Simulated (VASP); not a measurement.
# GeB4P (P6/mmm) in VASP: further runs

The runs below take GeB4P through single point, relaxation of cell and atoms, with PBE.

Program: VASP 6.6.1. These are calculated values, not measurements. Logs are shortened: lines on timing, memory, paths and dates and some standing lists are left out, and cuts for length are marked.

## Step 1: The cell of the first run

It takes space group P6/mmm (No. 191, hexagonal). The conventional cell has a = 3.159 Å, b = 3.159 Å, c = 6.864 Å, α = 90.00°, β = 90.00°, γ = 120.00°. Within 3.3 Å of Ge (site symmetry 6/mmm) lie 12 B at 2.53 Å and 6 Ge at 3.16 Å. B (site symmetry 3m) has 3 B at 1.82 Å and 3 P at 2.48 Å and 3 Ge at 2.53 Å within 2.6 Å. Within 3.3 Å of P (site symmetry 6/mmm) lie 12 B at 2.48 Å and 6 P at 3.16 Å.

The cell was generated, and may not be a known phase.

## Step 2: Single point, PBE

INCAR reads:

```
SYSTEM = GeB4P
  PREC = Accurate
  ENCUT = 520
  EDIFF = 1E-6
  ISMEAR = 0
  SIGMA = 0.1
  LREAL = .False.
  LASPH = .True.
  NELM = 60
  ALGO = Normal
  ISIF = 2
  LWAVE = .False.
  LCHARG = .True.
  GGA = PE
  LELF = .True.
  LVHAR = .True.
  NBANDS = 24
```

KPOINTS reads:

```
Automatic mesh
0
Gamma
  6 6 4
  0 0 0
```

POSCAR reads:

```
GeB4P
1.0
    3.1585411700      0.0000000000      0.0000000000
   -1.5792705800      2.7353768900      0.0000000000
    0.0000000000      0.0000000000      6.8643290300
Ge B P
1 4 1
Direct
    0.0000000000      0.0000000000      0.0000000000
    0.3333333300      0.6666666700      0.7444408500
    0.3333333300      0.6666666700      0.2555591500
    0.6666666700      0.3333333300      0.7444408500
    0.6666666700      0.3333333300      0.2555591500
    0.0000000000      0.0000000000      0.5000000000
```

Potentials or basis: VASP PAW PBE potentials, release 64 (Ge_d, B, P).

On the command line:

```sh
$ cat potpaw_PBE.64/Ge_d/POTCAR potpaw_PBE.64/B/POTCAR potpaw_PBE.64/P/POTCAR > POTCAR
$ mpirun -np 1 vasp_std > vasp.out
```

OUTCAR:

```text
SYSTEM = GeB4P
   PREC = Accurate
   ENCUT = 520
   EDIFF = 1E-6
   ISMEAR = 0
   LREAL = .False.
   LASPH = .True.
   NELM = 60
   ISIF = 2
   GGA = PE

 ion  position               nearest neighbor table
   1  0.000  0.000  0.000-   2 2.53   3 2.53   4 2.53   5 2.53   2 2.53   3 2.53   4 2.53   5 2.53
                             4 2.53   5 2.53   2 2.53   3 2.53
   2  0.333  0.667  0.744-   4 1.82   4 1.82   4 1.82   6 2.48   6 2.48   6 2.48   1 2.53   1 2.53
                             1 2.53
   3  0.333  0.667  0.256-   5 1.82   5 1.82   5 1.82   6 2.48   6 2.48   6 2.48   1 2.53   1 2.53
                             1 2.53
   4  0.667  0.333  0.744-   2 1.82   2 1.82   2 1.82   6 2.48   6 2.48   6 2.48   1 2.53   1 2.53
                             1 2.53
   5  0.667  0.333  0.256-   3 1.82   3 1.82   3 1.82   6 2.48   6 2.48   6 2.48   1 2.53   1 2.53
                             1 2.53
   6  0.000  0.000  0.500-   2 2.48   3 2.48   4 2.48   5 2.48   2 2.48   3 2.48   4 2.48   5 2.48
                             4 2.48   5 2.48   2 2.48   3 2.48

  LATTYP: Found a hexagonal cell.
 ALAT       =     3.1585411700
 C/A-ratio  =     2.1732593183

  Lattice vectors:

 A1 = (   3.1585411700,   0.0000000000,   0.0000000000)
 A2 = (  -1.5792705800,   2.7353768900,   0.0000000000)
 A3 = (   0.0000000000,   0.0000000000,   6.8643290300)

Analysis of symmetry for initial positions (statically):
=====================================================================
 Subroutine PRICEL returns:
 Original cell was already a primitive cell.

 Routine SETGRP: Setting up the symmetry group for a
 hexagonal supercell.

 Subroutine GETGRP returns: Found 24 space group operations
 (whereof 24 operations were pure point group operations)
 out of a pool of 24 trial point group operations.

The static configuration has the point symmetry D_6h.

Analysis of symmetry for dynamics (positions and initial velocities):
=====================================================================
 Subroutine PRICEL returns:
 Original cell was already a primitive cell.

 Routine SETGRP: Setting up the symmetry group for a
 hexagonal supercell.

 Subroutine GETGRP returns: Found 24 space group operations
 (whereof 24 operations were pure point group operations)
 out of a pool of 24 trial point group operations.

The dynamic configuration has the point symmetry D_6h.

 Subroutine INISYM returns: Found 24 space group operations
 (whereof 24 operations are pure point group operations),
 and found     1 'primitive' translations
[... 101 lines left out ...]
   EDIFFG = 0.1E-04   stopping-criterion for IOM
   NSW    =      0    number of steps for IOM
   IBRION =     -1    ionic relax: 0-MD 1-quasi-New 2-CG
   NFREE  =      0    steps in history (QN), initial steepest desc. (CG)
   ISIF   =      2    stress and relaxation
   ISYM   =      2    0-nonsym 1-usesym 2-fastsym
   POTIM  = 0.5000    time-step for ionic-motion
   TEBEG  =    0.0;   TEEND  =   0.0 temperature during run
   PSTRESS=    0.0 pullay stress
   NELECT =      31.0000    total number of electrons
   NUPDOWN=      -1.0000    fix difference up-down
   EMIN   =  10.00;   EMAX   =-10.00  energy-range for DOS
   EFERMI =   0.00;   METHOD = LEGACY
   ISMEAR =     0;   SIGMA  =   0.10  broadening in eV -4-tet -1-fermi 0-gaus
   EFERMI_NEDOS =   21; number of points for ismear=-14 and -15
   IALGO  =     38    algorithm
   IMIX   =      4    mixing-type and parameters
     AMIX     =   0.40;   BMIX     =  1.00
     AMIX_MAG =   1.60;   BMIX_MAG =  1.00
  volume/ion in A,a.u.               =       9.88        66.70
  Fermi-wavevector in a.u.,A,eV,Ry     =   1.318747  2.492070 23.661803  1.739093
  Thomas-Fermi vector in A             =   2.448695
   LORBIT       =      0    0 simple, 1 ext, 2 COOP (PROOUT), +10 PAW based schemes
   GGA     = PE    functional components
   LHFCALC =     F    Hartree Fock is set to
   AEXX    =    0.0000 exact exchange contribution
   IVDW    =     0    specifies the selected vdW correction
   LEPSILON=     F    determine dielectric tensor
   LRPA    =     F    only Hartree local field effects (RPA)
 non-spin polarized calculation
 Gauss-broadening in eV      SIGMA  =   0.10
  energy-cutoff  :      520.00
  volume of cell :       59.31
 maximum number of plane-waves:      1610
 NGX is ok and might be reduce to    24
   NGX = 11   NGY = 11   NGZ = 25

 number of electron      31.0000009 magnetization

 Free energy of the ion-electron system (eV)
  ---------------------------------------------------
  ext. energy  EPLUGINS =         0.00000000
  ---------------------------------------------------
  free energy    TOTEN  =       -32.22989035 eV

  energy without entropy =      -32.22800457  energy(sigma->0) =      -32.22894746

 E-fermi :   8.3670     XC(G=0): -11.9212

 val. band max:        8.3266939587   @ k =   0.5000   0.0000   0.5000
 cond. band min:       8.5354473951   @ k =   0.3333   0.1667   0.5000
 fundamental gap:      0.2087534364
 Fermi energy:         8.3669584449

 k-point     1 :       0.0000    0.0000    0.0000
  band No.  band energies     occupation
      1     -16.8055      2.00000
      2     -16.7782      2.00000
      3     -16.7782      2.00000
      4     -16.7653      2.00000
      5     -16.7653      2.00000
      6      -7.5805      2.00000
[... 556 lines left out ...]
     23      15.1110      0.00000
     24      16.6740      0.00000

------------------------ aborting loop because EDIFF is reached ----------------------------------------

  FORCE on cell =-STRESS in cart. coord.  units (eV):
  Direction    XX          YY          ZZ          XY          YZ          ZX
  --------------------------------------------------------------------------------------
  -------------------------------------------------------------------------------------
  Total       -4.3256428     -4.3256428      5.4693278     -0.0000000     -0.0000000     -0.0000000
  in kB     -116.8582628   -116.8582626    147.7551830     -0.0000002     -0.0000000     -0.0000000
  external PRESSURE =     -28.6537808 kB  Pullay stress =       0.0000000 kB

 VOLUME and BASIS-vectors are now :
 -----------------------------------------------------------------------------
  energy-cutoff  :      520.00
  volume of cell :       59.31
      direct lattice vectors                 reciprocal lattice vectors
     3.158541170  0.000000000  0.000000000     0.316601857  0.182790167  0.000000000
    -1.579270580  2.735376890  0.000000000     0.000000000  0.365580335  0.000000000
     0.000000000  0.000000000  6.864329030     0.000000000  0.000000000  0.145680662

 POSITION                                       TOTAL-FORCE (eV/Angst)
 -----------------------------------------------------------------------------------
      0.00000      0.00000      0.00000         0.000000      0.000000      0.000000
     -0.00000      1.82358      5.11009        -0.000000      0.000000     -0.310993
     -0.00000      1.82358      1.75424        -0.000000      0.000000      0.310993
      1.57927      0.91179      5.11009         0.000000      0.000000     -0.310993
      1.57927      0.91179      1.75424        -0.000000      0.000000      0.310993
      0.00000      0.00000      3.43216         0.000000      0.000000      0.000000
 -----------------------------------------------------------------------------------
    total drift:                                0.000000      0.000000     -0.000000

  FREE ENERGIE OF THE ION-ELECTRON SYSTEM (eV)
  ---------------------------------------------------
  free  energy   TOTEN  =       -32.2298903539 eV

  energy  without entropy=      -32.2280045721  energy(sigma->0) =      -32.22894746
```

stdout:

```text
POSCAR found type information on POSCAR GeB P
 POSCAR found :  3 types and       6 ions
 scaLAPACK will be used
 LDA part: xc-table for (Slater+PW92), standard interpolation
 POSCAR, INCAR and KPOINTS ok, starting setup
 FFT: planning ... GRIDC
 FFT: planning ... GRID_SOFT
 FFT: planning ... GRID
 WAVECAR not read
 entering main loop
```

Wall time 25 s (1 thread of Oxide Virtual Turin-like, shared host); peak memory 0.15 GiB.

Results:

| Item | Value |
| --- | --- |
| Free energy | -32.2299 eV |
| Pressure | -2.9 GPa |
| Largest force | 0.311 eV/Å |
| Band gap on the k mesh | zero (an odd number of electrons rules out a gap without spin polarisation) |

Forces on the atoms (eV/Å):
```
Ge   0.000  0.000  0.000
B    0.000  0.000 -0.311
B    0.000  0.000  0.311
B    0.000  0.000 -0.311
B    0.000  0.000  0.311
P    0.000  0.000  0.000
```

Levels at points of the mesh, in eV from the Fermi level:
```tsv
k point	band 12	band 13	band 14	band 15	band 16	band 17	band 18	band 19
(0.00, 0.00, 0.00)	-1.22	-0.71	-0.71	0.37	0.37	4.07	4.10	4.10
(0.50, 0.00, 0.00)	-4.70	-3.27	-2.25	-0.91	-0.77	0.71	1.18	1.81
(0.00, 0.00, 0.50)	-0.88	-0.88	0.53	0.53	0.64	0.89	2.75	2.75
(0.50, 0.00, 0.50)	-4.59	-4.33	-4.33	-3.90	-0.04	0.32	1.88	3.90
```

Caveat: the k points lie up to 0.38 Å⁻¹ apart, too coarse for converged energies and pressures of a metal; an odd number of electrons without spin polarisation forces a metal; a magnetic or distorted state may lie lower.

## Step 3: Single point, PBE

This run uses another cell than the first one, of 10.08 Å³/atom.

INCAR reads:

```
SYSTEM = GeB4P
ALGO = Normal
EDIFF = 1E-6
ENCUT = 520
GGA = PE
ISIF = 2
ISMEAR = 0
LASPH = .TRUE.
LCHARG = .FALSE.
LREAL = .FALSE.
LWAVE = .FALSE.
NBANDS = 24
NELM = 80
PREC = Accurate
SIGMA = 0.1
```

KPOINTS reads:

```
k-points
0
G
  12 12 6
  0 0 0
```

POSCAR reads:

```
GeB4P
1.0
    3.0198392400     -0.0000000028      0.0000000000
   -1.5099196176      2.6152574985      0.0000000000
    0.0000000000      0.0000000000      7.6610536801
Ge B P
1 4 1
Direct
    0.0000000000      0.0000000000      0.0000000000
    0.3333333333      0.6666666667      0.7259762643
    0.3333333333      0.6666666667      0.2740237357
    0.6666666667      0.3333333333      0.7259762643
    0.6666666667      0.3333333333      0.2740237357
    0.0000000000      0.0000000000      0.5000000000
```

Potentials or basis: VASP PAW PBE potentials, release 64 (Ge_d, B, P).

On the command line:

```sh
$ cat potpaw_PBE.64/Ge_d/POTCAR potpaw_PBE.64/B/POTCAR potpaw_PBE.64/P/POTCAR > POTCAR
$ mpirun -np 1 vasp_std > vasp.out
```

OUTCAR:

```text
SYSTEM = GeB4P
   EDIFF = 1E-6
   ENCUT = 520
   GGA = PE
   ISIF = 2
   ISMEAR = 0
   LASPH = .TRUE.
   LREAL = .FALSE.
   NELM = 80
   PREC = Accurate

 ion  position               nearest neighbor table
   1  0.000  0.000  0.000-
   2  0.333  0.667  0.726-   4 1.74   4 1.74   4 1.74   6 2.46   6 2.46   6 2.46
   3  0.333  0.667  0.274-   5 1.74   5 1.74   5 1.74   6 2.46   6 2.46   6 2.46
   4  0.667  0.333  0.726-   2 1.74   2 1.74   2 1.74   6 2.46   6 2.46   6 2.46
   5  0.667  0.333  0.274-   3 1.74   3 1.74   3 1.74   6 2.46   6 2.46   6 2.46
   6  0.000  0.000  0.500-   2 2.46   3 2.46   4 2.46   5 2.46   2 2.46   3 2.46   4 2.46   5 2.46
                             4 2.46   5 2.46   2 2.46   3 2.46

  LATTYP: Found a hexagonal cell.
 ALAT       =     3.0198392400
 C/A-ratio  =     2.5369077859

  Lattice vectors:

 A1 = (   3.0198392400,  -0.0000000028,   0.0000000000)
 A2 = (  -1.5099196176,   2.6152574985,   0.0000000000)
 A3 = (   0.0000000000,   0.0000000000,   7.6610536801)

Analysis of symmetry for initial positions (statically):
=====================================================================
 Subroutine PRICEL returns:
 Original cell was already a primitive cell.

 Routine SETGRP: Setting up the symmetry group for a
 hexagonal supercell.

 Subroutine GETGRP returns: Found 24 space group operations
 (whereof 24 operations were pure point group operations)
 out of a pool of 24 trial point group operations.

The static configuration has the point symmetry D_6h.

Analysis of symmetry for dynamics (positions and initial velocities):
=====================================================================
 Subroutine PRICEL returns:
 Original cell was already a primitive cell.
[... 133 lines left out ...]
   IALGO  =     38    algorithm
   IMIX   =      4    mixing-type and parameters
     AMIX     =   0.40;   BMIX     =  1.00
     AMIX_MAG =   1.60;   BMIX_MAG =  1.00
  volume/ion in A,a.u.               =      10.08        68.05
  Fermi-wavevector in a.u.,A,eV,Ry     =   1.309985  2.475514 23.348439  1.716062
  Thomas-Fermi vector in A             =   2.440547
   LORBIT       =      0    0 simple, 1 ext, 2 COOP (PROOUT), +10 PAW based schemes
   GGA     = PE    functional components
   LHFCALC =     F    Hartree Fock is set to
   AEXX    =    0.0000 exact exchange contribution
   IVDW    =     0    specifies the selected vdW correction
   LEPSILON=     F    determine dielectric tensor
   LRPA    =     F    only Hartree local field effects (RPA)
 non-spin polarized calculation
 Gauss-broadening in eV      SIGMA  =   0.10
  energy-cutoff  :      520.00
  volume of cell :       60.50
 maximum number of plane-waves:      1652
 NGX is ok and might be reduce to    24
   NGX = 11   NGY = 11   NGZ = 29

 number of electron      31.0000007 magnetization

 Free energy of the ion-electron system (eV)
  ---------------------------------------------------
  ext. energy  EPLUGINS =         0.00000000
  ---------------------------------------------------
  free energy    TOTEN  =       -32.70209334 eV

  energy without entropy =      -32.69637506  energy(sigma->0) =      -32.69923420

 E-fermi :   7.8060     XC(G=0): -11.7856

 val. band max:        7.8024936831   @ k =   0.2500   0.1667   0.5000
 cond. band min:       7.8248588919   @ k =   0.4167   0.1667   0.1667
 fundamental gap:      0.0223652088
 Fermi energy:         7.8060244632

 k-point     1 :       0.0000    0.0000    0.0000
  band No.  band energies     occupation
      1     -17.2698      2.00000
      2     -17.2329      2.00000
      3     -17.2329      2.00000
      4     -17.2041      2.00000
      5     -17.2041      2.00000
      6      -8.1146      2.00000
[... 637 lines left out ...]
     23      13.7760      0.00000
     24      14.8674      0.00000

 [... further k-points ...]

------------------------ aborting loop because EDIFF is reached ----------------------------------------

  FORCE on cell =-STRESS in cart. coord.  units (eV):
  Direction    XX          YY          ZZ          XY          YZ          ZX
  --------------------------------------------------------------------------------------
  -------------------------------------------------------------------------------------
  Total       -0.0004410     -0.0004410     -0.0172631      0.0000000      0.0000000     -0.0000000
  in kB       -0.0116787     -0.0116787     -0.4571343      0.0000000      0.0000000     -0.0000000
  external PRESSURE =      -0.1601639 kB  Pullay stress =       0.0000000 kB

 VOLUME and BASIS-vectors are now :
 -----------------------------------------------------------------------------
  energy-cutoff  :      520.00
  volume of cell :       60.50
      direct lattice vectors                 reciprocal lattice vectors
     3.019839240 -0.000000003  0.000000000     0.331143455  0.191185763  0.000000000
    -1.509919618  2.615257499  0.000000000     0.000000000  0.382371526  0.000000000
     0.000000000  0.000000000  7.661053680     0.000000000  0.000000000  0.130530348

 POSITION                                       TOTAL-FORCE (eV/Angst)
 -----------------------------------------------------------------------------------
      0.00000      0.00000      0.00000         0.000000     -0.000000      0.000000
      0.00000      1.74350      5.56174         0.000000      0.000000     -0.005184
      0.00000      1.74350      2.09931         0.000000     -0.000000      0.005184
      1.50992      0.87175      5.56174         0.000000      0.000000     -0.005184
      1.50992      0.87175      2.09931        -0.000000      0.000000      0.005184
      0.00000      0.00000      3.83053         0.000000     -0.000000      0.000000
 -----------------------------------------------------------------------------------
    total drift:                                0.000000     -0.000000     -0.000000

  FREE ENERGIE OF THE ION-ELECTRON SYSTEM (eV)
  ---------------------------------------------------
  free  energy   TOTEN  =       -32.7020933403 eV

  energy  without entropy=      -32.6963750597  energy(sigma->0) =      -32.69923420
```

stdout:

```text
POSCAR found type information on POSCAR GeB P
 POSCAR found :  3 types and       6 ions
 scaLAPACK will be used
 LDA part: xc-table for (Slater+PW92), standard interpolation
 POSCAR, INCAR and KPOINTS ok, starting setup
 FFT: planning ... GRIDC
 FFT: planning ... GRID_SOFT
 FFT: planning ... GRID
 WAVECAR not read
 entering main loop
```

It took 60 s on 1 thread of Oxide Virtual Turin-like, shared host; peak memory 0.21 GiB.

What came out:

| Item | Value |
| --- | --- |
| Free energy | -32.7021 eV |
| Pressure | 0.0 GPa |
| Largest force | 0.005 eV/Å |
| Band gap on the k mesh | zero (an odd number of electrons rules out a gap without spin polarisation) |

Forces in eV/Å, atoms in the order of the input:
```
Ge   0.000  0.000  0.000
B    0.000  0.000 -0.005
B    0.000  0.000  0.005
B    0.000  0.000 -0.005
B    0.000  0.000  0.005
P    0.000  0.000  0.000
```

Levels at points of the mesh, in eV from the Fermi level:
```
           k point  band 11  band 12  band 13  band 14  band 15  band 16  band 17  band 18  band 19  band 20
(0.00, 0.00, 0.00)    -0.22    -0.22     0.13     0.13     1.52     1.52     2.89     4.59     5.97     5.97
(0.50, 0.00, 0.00)    -6.60    -3.78    -2.91    -2.65    -1.20    -1.14    -0.82     1.68     1.82     3.15
(0.00, 0.00, 0.50)    -0.70    -0.20    -0.20     0.10     0.10     1.54     1.54     5.14     5.14     6.86
(0.50, 0.00, 0.50)    -5.49    -4.69    -4.54    -3.68    -2.83     0.74     1.16     2.21     2.72     4.25
```

Caveat: an odd number of electrons without spin polarisation forces a metal; a magnetic or distorted state may lie lower.

(Continued in part 2 of 2.)

The gap in the log of VASP goes by the Fermi energy; the results here count the filled bands.